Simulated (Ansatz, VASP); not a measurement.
NaH: VASP beside Ansatz

File INCAR:

```
SYSTEM = NaH
ALGO = Normal
EDIFF = 1E-6
EDIFFG = -0.005
ENCUT = 600
GGA = PS
IBRION = 2
ISIF = 3
ISMEAR = -1
LASPH = .TRUE.
LCHARG = .FALSE.
LREAL = .FALSE.
LWAVE = .FALSE.
NELM = 100
NSW = 80
PREC = Accurate
SIGMA = 0.01
```

The input KPOINTS:

```
k-points
0
G
  8 8 8
  0 0 0
```

POSCAR

```
NaH
1.0
    0.0000000000      2.4400000000      2.4400000000
    2.4400000000      0.0000000000      2.4400000000
    2.4400000000      2.4400000000      0.0000000000
Na H
1 1
Direct
    0.0000000000      0.0000000000      0.0000000000
    0.5000000000      0.5000000000      0.5000000000
```

Input for Ansatz:

```yaml
crystal:
  lattice:
    - [0.0, 2.44, 2.44]
    - [2.44, 0.0, 2.44]
    - [2.44, 2.44, 0.0]
  atoms:
    - { symbol: Na, position: [0.0, 0.0, 0.0] }
    - { symbol: H, position: [0.5, 0.5, 0.5] }
kpoints:
  mp_grid:
    grid: [8, 8, 8]
    shift: [0.0, 0.0, 0.0]
hamiltonian:
  xc: pbesol
  dispersion: none
scf:
  occupations:
    method: fermi_dirac
    width: 0.01
relax:
  f_tol: 0.005
  max_steps: 60
  cell: {}
```

Alike in both runs: task relaxation of cell and atoms; functional PBEsol; k mesh 8 × 8 × 8; occupations fermi-dirac, width 0.01 eV; no spin polarisation.

|  | VASP | Ansatz |
| --- | --- | --- |
| version | VASP 6.6.1 | Ansatz 0.2.0 |
| potentials or method | VASP PAW PBE potentials, release 64 (Na_pv, H) | plane waves, PAW |
| plane-wave cutoff (eV) | 600 | 420 |
| valence electrons in the cell | 8 | 10 |

Ansatz gave:

- relaxed volume (Å³/atom): 13.75
- relaxed cell length with the largest relative difference (Å): 3.388

Task: Estimate VASP's values.

Result: Relaxed volume (Å³/atom): 13.76; relaxed cell length with the largest relative difference (Å): 3.389.

VASP's potentials were made for PBE, not for PBEsol. VASP's potentials hold 8 valence electrons a cell and Ansatz's 10, so a difference there can come from the potentials and not from the codes.
